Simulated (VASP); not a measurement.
Crystal: PrScO.

```
CELL_PARAMETERS angstrom
2.60370 1.50325 4.71413
-2.60370 1.50325 4.71413
0.00000 -3.00649 4.71413
ATOMIC_POSITIONS crystal
Pr 0.16343 0.16343 0.16343
Pr 0.83657 0.83657 0.83657
Sc 0.33290 0.33290 0.33290
Sc 0.66710 0.66710 0.66710
O 0.50000 0.50000 0.50000
O 0.00000 0.00000 0.00000
```

The cell was generated, and may not be a known phase.

- Program: VASP 6.6.1
- Task: relaxation of cell and atoms
- Functional: PBE
- Potentials or basis: VASP PAW PBE potentials, release 64 (Pr_3, Sc_sv, O), 4f in core
- Cutoff: 600 eV
- k mesh: 4 × 4 × 4
- Occupations: gaussian, width 0.2 eV
- Spin: no spin polarisation

At the start: pressure 4.1 GPa; volume 18.45 Å³/atom.

Problem. Where does the relaxation end?

Solution. Over 17 steps the energy falls by 790.1 meV/atom and the volume is 24.39 Å³/atom (+32.2 %); space group R-3m (No. 166, to 0.1 Å) before and after.

Step by step:
```
step  energy change (eV)  largest force (eV/Å)  pressure (GPa)  volume (Å³)
   1              0.0000                5.5462            4.13       110.71
   2             -3.1891                2.6214            2.18       118.40
   3             -4.2786                1.3216            3.54       123.66
   4             -3.8415                3.6540           10.97       134.37
   5             -4.4935                1.5024            6.07       127.98
   6             -4.0819                1.5731           -7.64       149.73
   7             -4.6914                0.2852           -0.16       135.39
   8             -4.6922                0.2669            0.15       134.96
   9             -4.6922                0.2608            0.26       134.82
  10             -4.7065                0.1375            0.39       135.98
  11             -4.7218                0.2524            0.86       138.97
  12             -4.7283                0.2102            0.28       141.05
  13             -4.7299                0.2051           -0.18       142.83
  14             -4.7364                0.1560           -0.06       144.13
  15             -4.7393                0.1377            0.09       145.57
  16             -4.7394                0.1358            0.11       145.74
  17             -4.7404                0.0478           -0.19       146.31
```

Final structure:
```cif
data_structure
_symmetry_space_group_name_H-M 'P 1'
_symmetry_Int_Tables_number 1
_cell_length_a 6.3129
_cell_length_b 6.3129
_cell_length_c 6.3129
_cell_angle_alpha 52.438
_cell_angle_beta 52.438
_cell_angle_gamma 52.438
_cell_volume 146.31
loop_
_atom_site_label
_atom_site_type_symbol
_atom_site_fract_x
_atom_site_fract_y
_atom_site_fract_z
_atom_site_occupancy
Pr1 Pr 0.13139 0.13139 0.13139 1
Pr2 Pr 0.86861 0.86861 0.86861 1
Sc1 Sc 0.37890 0.37890 0.37890 1
Sc2 Sc 0.62110 0.62110 0.62110 1
O1 O 0.50000 0.50000 0.50000 1
O2 O 0.00000 0.00000 0.00000 1
```

Caveat: the k points lie up to 0.34 Å⁻¹ apart in the final cell; the volume moved by over 15 % at a fixed basis, so the end points are rough; the run has no spin polarisation, though such a crystal can be magnetic; the relaxation stopped at a loose force limit of 0.08 eV/Å, so its end isn't a converged minimum.
